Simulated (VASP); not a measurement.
# Sb (R-3m) in VASP: single point with r2SCAN

Aim: the single point of Sb with r2SCAN.

Program: VASP 6.6.1. These are calculated values, not measurements. Logs are shortened: lines on timing, memory, paths and dates and some standing lists are left out, and cuts for length are marked.

**1. The cell of the first run**

Symmetry: R-3m, No. 166, trigonal system. The conventional cell has a = 5.009 Å, b = 5.009 Å, c = 4.356 Å, α = 90.00°, β = 90.00°, γ = 120.00°. Sb (site symmetry -3m) has 12 Sb at 3.24 to 4.10 Å within 4.3 Å.

**2. Single point, r2SCAN**

File POSCAR:

```
Sb
1.0
    3.1997472110     -0.3424083731     -0.3424083731
   -0.3424083731      3.1997472110     -0.3424083731
   -0.3424083731     -0.3424083731      3.1997472110
Sb
1
Direct
    0.0000000000      0.0000000000      0.0000000000
```

File INCAR.step1:

```
SYSTEM = Sb
PREC = Accurate
ENCUT = 550
ISMEAR = 0
SIGMA = 0.15
LREAL = .FALSE.
LASPH = .TRUE.
NELM = 120
NBANDS = 8
GGA = PE
ALGO = Normal
EDIFF = 1E-5
LWAVE = .TRUE.
LCHARG = .FALSE.
GGA_COMPAT = .FALSE.
```

File INCAR.step2:

```
SYSTEM = Sb
PREC = Accurate
ENCUT = 550
EDIFF = 1E-6
ISMEAR = 0
SIGMA = 0.15
LREAL = .FALSE.
LASPH = .TRUE.
NELM = 120
ALGO = Normal
ISIF = 2
LWAVE = .FALSE.
LCHARG = .FALSE.
METAGGA = R2SCAN
LMIXTAU = .TRUE.
NBANDS = 8
ISTART = 1
GGA_COMPAT = .FALSE.
```

File KPOINTS:

```
regular mesh
0
G
  16 16 16
  0 0 0
```

Potentials or basis: VASP PAW PBE potentials, release 64 (Sb).

The run is started by

```bash
$ cat potpaw_PBE.64/Sb/POTCAR > POTCAR
$ cp INCAR.step1 INCAR
$ mpirun -np 1 vasp_std > vasp.out
$ cp INCAR.step2 INCAR
$ mpirun -np 1 vasp_std > vasp.out
```

OUTCAR:

```text
SYSTEM = Sb
   PREC = Accurate
   ENCUT = 550
   EDIFF = 1E-6
   ISMEAR = 0
   LREAL = .FALSE.
   LASPH = .TRUE.
   NELM = 120
   ISIF = 2
   METAGGA = R2SCAN
   ISTART = 1

 ion  position               nearest neighbor table
   1  0.000  0.000  0.000-

  LATTYP: Found a trigonal (rhomboedric) cell.
 ALAT       =     3.2361812684
 COS(alpha) =    -0.1980352222

  Lattice vectors:

 A1 = (   3.1997472110,  -0.3424083731,  -0.3424083731)
 A2 = (  -0.3424083731,   3.1997472110,  -0.3424083731)
 A3 = (  -0.3424083731,  -0.3424083731,   3.1997472110)

Analysis of symmetry for initial positions (statically):
=====================================================================
 Subroutine PRICEL returns:
 Original cell was already a primitive cell.

 Routine SETGRP: Setting up the symmetry group for a
 trigonal (rhombohedral) supercell.

 Subroutine GETGRP returns: Found 12 space group operations
 (whereof 12 operations were pure point group operations)
 out of a pool of 12 trial point group operations.

The static configuration has the point symmetry D_3d.

Analysis of symmetry for dynamics (positions and initial velocities):
=====================================================================
 Subroutine PRICEL returns:
 Original cell was already a primitive cell.

 Routine SETGRP: Setting up the symmetry group for a
 trigonal (rhombohedral) supercell.

 Subroutine GETGRP returns: Found 12 space group operations
 (whereof 12 operations were pure point group operations)
 out of a pool of 12 trial point group operations.

The dynamic configuration has the point symmetry D_3d.

 Subroutine INISYM returns: Found 12 space group operations
 (whereof 12 operations are pure point group operations),
 and found     1 'primitive' translations

----------------------------------------------------------------------------------------

                                     Primitive cell

  volume of cell :      31.5545

  direct lattice vectors                    reciprocal lattice vectors
     3.199747211 -0.342408373 -0.342408373     0.320751082  0.038437113  0.038437113
    -0.342408373  3.199747211 -0.342408373     0.038437113  0.320751082  0.038437113
    -0.342408373 -0.342408373  3.199747211     0.038437113  0.038437113  0.320751082

  length of vectors
     3.236181268  3.236181268  3.236181268     0.325324576  0.325324576  0.325324576

  position of ions in fractional coordinates (direct lattice)
     0.000000000  0.000000000  0.000000000

  ion indices of the primitive-cell ions
   primitive index   ion index
                 1           1

----------------------------------------------------------------------------------------

 KPOINTS: regular mesh

Automatic generation of k-mesh.
 Grid dimensions read from file:
 generate k-points for:   16   16   16

 Generating k-lattice:

  Cartesian coordinates                     Fractional coordinates (reciprocal lattice)
     0.020046943  0.002402320  0.002402320     0.062500000  0.000000000  0.000000000
     0.002402320  0.020046943  0.002402320     0.000000000  0.062500000  0.000000000
     0.002402320  0.002402320  0.020046943     0.000000000  0.000000000  0.062500000

  Length of vectors
     0.020332786  0.020332786  0.020332786

  Shift w.r.t. Gamma in fractional coordinates (k-lattice)
     0.000000000  0.000000000  0.000000000

 Subroutine IBZKPT returns following result:
 ===========================================

 Found    417 irreducible k-points:

 Following reciprocal coordinates:
            Coordinates               Weight
  0.000000  0.000000  0.000000      1.000000
  0.062500  0.000000  0.000000      6.000000
  0.125000  0.000000  0.000000      6.000000
  0.187500  0.000000  0.000000      6.000000
  0.250000  0.000000  0.000000      6.000000
  0.312500 -0.000000  0.000000      6.000000
[... 16 lines left out ...]
 -0.125000  0.062500 -0.000000     12.000000
 -0.062500  0.062500  0.000000      6.000000
 [... further k-points ...]
   k-points           NKPTS =    417   k-points in BZ     NKDIM =    417   number of bands    NBANDS=      8
   number of dos      NEDOS =    301   number of ions     NIONS =      1
   total plane-waves  NPLWV =  21952
   dimension x,y,z NGX =    28 NGY =   28 NGZ =   28
   dimension x,y,z NGXF=    56 NGYF=   56 NGZF=   56
   ions per type =               1
   NGX,Y,Z   is equivalent  to a cutoff of  14.38, 14.38, 14.38 a.u.
   NGXF,Y,Z  is equivalent  to a cutoff of  28.77, 28.77, 28.77 a.u.
 SYSTEM =  Sb
   PREC   = accura    normal or accurate (medium, high low for compatibility)
   ISTART =      1    job   : 0-new  1-cont  2-samecut
   ICHARG =      0    charge: 1-file 2-atom 10-const
   ISPIN  =      1    spin polarized calculation?
   LNONCOLLINEAR =      F non collinear calculations
   LSORBIT =      F    spin-orbit coupling
   LASPH  =      T    aspherical Exc in radial PAW
   ENCUT  =  550.0 eV  40.42 Ry    6.36 a.u.   6.19  6.19  6.19*2*pi/ulx,y,z
   NELM   =    120;   NELMIN=  2; NELMDL=  0     # of ELM steps
   EDIFF  = 0.1E-05   stopping-criterion for ELM
   LREAL  =      F    real-space projection
   EDIFFG = 0.1E-04   stopping-criterion for IOM
   NSW    =      0    number of steps for IOM
   IBRION =     -1    ionic relax: 0-MD 1-quasi-New 2-CG
   NFREE  =      0    steps in history (QN), initial steepest desc. (CG)
   ISIF   =      2    stress and relaxation
   ISYM   =      2    0-nonsym 1-usesym 2-fastsym
   POTIM  = 0.5000    time-step for ionic-motion
   TEBEG  =    0.0;   TEEND  =   0.0 temperature during run
   PSTRESS=    0.0 pullay stress
   NELECT =       5.0000    total number of electrons
   NUPDOWN=      -1.0000    fix difference up-down
   EMIN   =  10.00;   EMAX   =-10.00  energy-range for DOS
   EFERMI =   0.00;   METHOD = LEGACY
   ISMEAR =     0;   SIGMA  =   0.15  broadening in eV -4-tet -1-fermi 0-gaus
   EFERMI_NEDOS =   21; number of points for ismear=-14 and -15
   IALGO  =     38    algorithm
   IMIX   =      4    mixing-type and parameters
     AMIX     =   0.40;   BMIX     =  1.00
     AMIX_MAG =   1.60;   BMIX_MAG =  1.00
  volume/ion in A,a.u.               =      31.55       212.94
  Fermi-wavevector in a.u.,A,eV,Ry     =   0.885886  1.674081 10.677766  0.784794
  Thomas-Fermi vector in A             =   2.006979
   LORBIT       =      0    0 simple, 1 ext, 2 COOP (PROOUT), +10 PAW based schemes
   METAGGA = R2SCAN    functional components
   LHFCALC =     F    Hartree Fock is set to
   AEXX    =    0.0000 exact exchange contribution
   IVDW    =     0    specifies the selected vdW correction
   LEPSILON=     F    determine dielectric tensor
   LRPA    =     F    only Hartree local field effects (RPA)
 non-spin polarized calculation
 Gauss-broadening in eV      SIGMA  =   0.15
  energy-cutoff  :      550.00
  volume of cell :       31.55
 maximum number of plane-waves:       948
 NGX is ok and might be reduce to    28
   NGX = 13   NGY = 13   NGZ = 13

 number of electron       5.0000000 magnetization

 Free energy of the ion-electron system (eV)
  ---------------------------------------------------
  ext. energy  EPLUGINS =         0.00000000
  ---------------------------------------------------
  free energy    TOTEN  =       -25.42121442 eV

  energy without entropy =      -25.41403898  energy(sigma->0) =      -25.41762670

 E-fermi :   6.2757     XC(G=0):  -9.9275

 val. band max:        6.2747200795   @ k =   0.3750   0.1875   0.0625
 cond. band min:       6.2758185740   @ k =  -0.3750   0.4375   0.3125
 fundamental gap:      0.0010984945
 Fermi energy:         6.2756539359

 k-point     1 :       0.0000    0.0000    0.0000
  band No.  band energies     occupation
      1      -6.0368      2.00000
      2       9.1565      0.00000
      3      10.7181      0.00000
      4      10.7181      0.00000
      5      14.4202      0.00000
      6      14.4202      0.00000
      7      15.6625      0.00000
      8      21.2374      0.00000

 k-point     2 :       0.0625    0.0000    0.0000
  band No.  band energies     occupation
      1      -5.9775      2.00000
      2       8.8732      0.00000
      3      10.2510      0.00000
      4      10.7172      0.00000
      5      14.4906      0.00000
      6      14.9268      0.00000
      7      16.0458      0.00000
      8      20.4146      0.00000

 k-point     3 :       0.1250    0.0000    0.0000
  band No.  band energies     occupation
      1      -5.8008      2.00000
      2       7.7814      0.00000
      3       9.8656      0.00000
      4      10.7200      0.00000
      5      14.6767      0.00000
      6      15.4921      0.00000
      7      17.2307      0.00000
      8      19.5900      0.00000

 k-point     4 :       0.1875    0.0000    0.0000
  band No.  band energies     occupation
      1      -5.5113      2.00000
      2       6.2907      0.88747
      3       9.7754      0.00000
      4      10.7390      0.00000
      5      14.8982      0.00000
      6      15.9696      0.00000
      7      17.7296      0.00000
      8      19.0398      0.00000

 k-point     5 :       0.2500    0.0000    0.0000
  band No.  band energies     occupation
      1      -5.1194      2.00000
      2       4.7951      2.00000
      3       9.7692      0.00000
      4      10.7843      0.00000
      5      15.0186      0.00000
      6      16.2601      0.00000
      7      17.5121      0.00000
      8      18.7117      0.00000

 k-point     6 :       0.3125   -0.0000    0.0000
  band No.  band energies     occupation
      1      -4.6471      2.00000
      2       3.4229      2.00000
      3       9.7967      0.00000
      4      10.8565      0.00000
      5      14.9330      0.00000
      6      15.9636      0.00000
      7      17.9784      0.00000
      8      18.8638      0.00000

 k-point     7 :       0.3750    0.0000    0.0000
  band No.  band energies     occupation
      1      -4.1422      2.00000
      2       2.2593      2.00000
      3       9.8373      0.00000
      4      10.9429      0.00000
      5      14.7082      0.00000
      6      15.5257      0.00000
      7      18.8375      0.00000
      8      19.4353      0.00000
[... 133 lines left out ...]
 k-point    20 :      -0.3125    0.0625   -0.0000
  band No.  band energies     occupation
      1      -4.6941      2.00000
      2       3.7356      2.00000
      3       9.9842      0.00000
      4      11.0174      0.00000
      5      14.8914      0.00000
      6      15.7805      0.00000
      7      16.6947      0.00000
      8      18.2114      0.00000

 k-point    21 :      -0.2500    0.0625   -0.0000
  band No.  band energies     occupation
      1      -5.1524      2.00000
      2       5.1382      2.00000
      3       9.9760      0.00000
      4      10.9623      0.00000
      5      14.9241      0.00000
      6      16.1188      0.00000
      7      16.2788      0.00000
      8      18.1135      0.00000

 k-point    22 :      -0.1875    0.0625   -0.0000
  band No.  band energies     occupation
      1      -5.5242      2.00000
      2       6.6453      0.00049
      3       9.9196      0.00000
      4      10.8388      0.00000
      5      14.8439      0.00000
      6      15.7289      0.00000
      7      16.7976      0.00000
      8      18.4762      0.00000

 k-point    23 :      -0.1250    0.0625   -0.0000
  band No.  band energies     occupation
      1      -5.7907      2.00000
      2       8.0906      0.00000
      3       9.8977      0.00000
      4      10.6904      0.00000
      5      14.7414      0.00000
      6      15.4319      0.00000
      7      16.7101      0.00000
      8      18.6117      0.00000

 k-point    24 :      -0.0625    0.0625    0.0000
  band No.  band energies     occupation
      1      -5.9430      2.00000
      2       8.8963      0.00000
      3      10.2266      0.00000
      4      10.6036      0.00000
      5      14.6479      0.00000
      6      14.9951      0.00000
      7      15.9857      0.00000
      8      19.3954      0.00000

 [... further k-points ...]

------------------------ aborting loop because EDIFF is reached ----------------------------------------

  FORCE on cell =-STRESS in cart. coord.  units (eV):
  Direction    XX          YY          ZZ          XY          YZ          ZX
  --------------------------------------------------------------------------------------
  -------------------------------------------------------------------------------------
  Total       -1.0206033     -1.0206033     -1.0206033      0.4790593      0.4790593      0.4790593
  in kB      -51.8210594    -51.8210594    -51.8210594     24.3242035     24.3242035     24.3242035
  external PRESSURE =     -51.8210594 kB  Pullay stress =       0.0000000 kB

 VOLUME and BASIS-vectors are now :
 -----------------------------------------------------------------------------
  energy-cutoff  :      550.00
  volume of cell :       31.55
      direct lattice vectors                 reciprocal lattice vectors
     3.199747211 -0.342408373 -0.342408373     0.320751082  0.038437113  0.038437113
    -0.342408373  3.199747211 -0.342408373     0.038437113  0.320751082  0.038437113
    -0.342408373 -0.342408373  3.199747211     0.038437113  0.038437113  0.320751082

 POSITION                                       TOTAL-FORCE (eV/Angst)
 -----------------------------------------------------------------------------------
      0.00000      0.00000      0.00000         0.000000     -0.000000     -0.000000
 -----------------------------------------------------------------------------------
    total drift:                               -0.000000     -0.000000      0.000000

  FREE ENERGIE OF THE ION-ELECTRON SYSTEM (eV)
  ---------------------------------------------------
  free  energy   TOTEN  =       -25.4212144237 eV

  energy  without entropy=      -25.4140389825  energy(sigma->0) =      -25.41762670
```

It took 2.3 min on 1 thread of Intel Xeon 6975P-C (Granite Rapids), shared host; peak memory 0.26 GiB.

Results:

```yaml
Free_energy: -25.4212 eV
Pressure: -5.2 GPa
```

Stress tensor (GPa, compression positive):
```
-5.18  2.43  2.43
 2.43 -5.18  2.43
 2.43  2.43 -5.18
```

Caveat: the PAW data sets were made with another functional, which shifts forces and pressure a little; spin-orbit coupling is left out, which moves the levels of the heavy elements.
